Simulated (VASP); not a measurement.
Set up this calculation in VASP 6.6.1, as the native input.

* Task: relaxation of cell and atoms
* Functional: PBE
* Potentials or basis: VASP PAW PBE potentials, release 64 (Ti_sv)
* Cutoff: 600 eV
* k mesh: 7 × 7 × 9
* Occupations: fermi-dirac, width 0.05 eV
* Spin: no spin polarisation
* Dipole correction: no
* Further INCAR settings: ALGO = Fast; EDIFF = 1e-06; IBRION = 2; EDIFFG = -0.01; NSW = 60; ISIF = 3

The structure of Ti lies in POSCAR:

```
Ti
1.0
    4.5673748306      0.0000000000      0.0000000000
   -2.2836874153      3.9554626319      0.0000000000
    0.0000000000      0.0000000000      2.8262442700
Ti
3
Direct
    0.6666666667      0.3333333333      0.5000000000
    0.3333333333      0.6666666667      0.5000000000
    0.0000000000      0.0000000000      0.0000000000
```

The input as run:

INCAR

```
PREC     = Accurate       # precision mode
ENCUT    = 600            # plane-wave cutoff, eV
EDIFF    = 1E-6           # SCF threshold, eV
ISMEAR   = -1             # smearing method
SIGMA    = 0.05           # smearing width, eV
LREAL    = F              # projectors in reciprocal space
LASPH    = T              # aspherical terms in the spheres
NELM     = 60             # most SCF steps
ALGO     = Fast           # electronic algorithm
ISIF     = 3              # what is computed and relaxed
LWAVE    = F              # write WAVECAR
LCHARG   = F              # write CHGCAR
GGA      = PE             # functional
IBRION   = 2              # ionic algorithm
NSW      = 60             # ionic steps
EDIFFG   = -0.01          # ionic threshold
```

KPOINTS

```
Automatic mesh
0
Gamma
  7 7 9
```

Potentials or basis: VASP PAW PBE potentials, release 64 (Ti_sv).

The run is started by

```bash
$ cat potpaw_PBE.64/Ti_sv/POTCAR > POTCAR
$ mpirun -np 1 vasp_std > vasp.out
```

It gave:

The relaxed volume is 17.09 Å³/atom. The relaxed cell is a = 4.575 Å, b = 4.575 Å, c = 2.829 Å, α = 90.00°, β = 90.00°, γ = 120.00°, the space group after relaxing (to 0.05 Å) is P6/mmm (No. 191) and the energy gained by relaxing is 0.2 meV/atom. The ionic steps are 8, the pressure after relaxing is 0.0 GPa and the band gap on the k mesh is zero (band 18 reaches 8.58 eV, above the bottom of band 19 at 8.32 eV).

Wall time 3.6 min on 1 thread of Intel(R) Xeon(R) 6975P-C (Granite Rapids), with other jobs on the host, peak memory 0.2 GiB.
